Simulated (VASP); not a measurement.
Here is a VASP 6.6.1 calculation.

INCAR

```
SYSTEM = BaErB4
PREC = Accurate
ENCUT = 500
EDIFF = 1E-6
ISMEAR = 0
SIGMA = 0.1
LREAL = .FALSE.
LASPH = .TRUE.
NELM = 200
ALGO = Normal
ISIF = 2
LWAVE = .FALSE.
LCHARG = .FALSE.
GGA = PE
NBANDS = 24
GGA_COMPAT = .FALSE.
LMAXMIX = 6
```

File KPOINTS:

```
regular mesh
0
G
  12 12 6
  0 0 0
```

File POSCAR:

```
BaErB4
1.0
    3.2735477248      0.0000000000      0.0000000000
   -1.6367738624      2.8349754902      0.0000000000
    0.0000000000      0.0000000000      8.6891496186
Ba Er B
1 1 4
Direct
    0.0000000000      0.0000000000      0.0000000000
    0.0000000000      0.0000000000      0.5000000000
    0.6666666667      0.3333333333      0.2868326249
    0.3333333333      0.6666666667      0.2868326249
    0.6666666667      0.3333333333      0.7131673751
    0.3333333333      0.6666666667      0.7131673751
```

Potentials or basis: VASP PAW PBE potentials, release 64 (Ba_sv, Er_3, B), 4f in core.

Command:

```console
$ cat potpaw_PBE.64/Ba_sv/POTCAR potpaw_PBE.64/Er_3/POTCAR potpaw_PBE.64/B/POTCAR > POTCAR
$ mpirun -np 1 vasp_std > vasp.out
```

**Question.** Estimate the band gap on the k mesh.

**Answer.** Zero (an odd number of electrons rules out a gap without spin polarisation).

**Question.** Predict the largest force.

**Answer.** 0.044 eV/Å.

**Question.** Predict the pressure.

**Answer.** 1.6 GPa.

Stress tensor (GPa, compression positive):
```
1.68 0.00 0.00
0.00 1.68 0.00
0.00 0.00 1.37
```

Caveat: spin-orbit coupling is left out, which moves the levels of the heavy elements; the 4f electrons are frozen in the core, so they carry no moment and show no levels. Spin polarisation is off, so any magnetic state and its effect on volume and gap are missing.
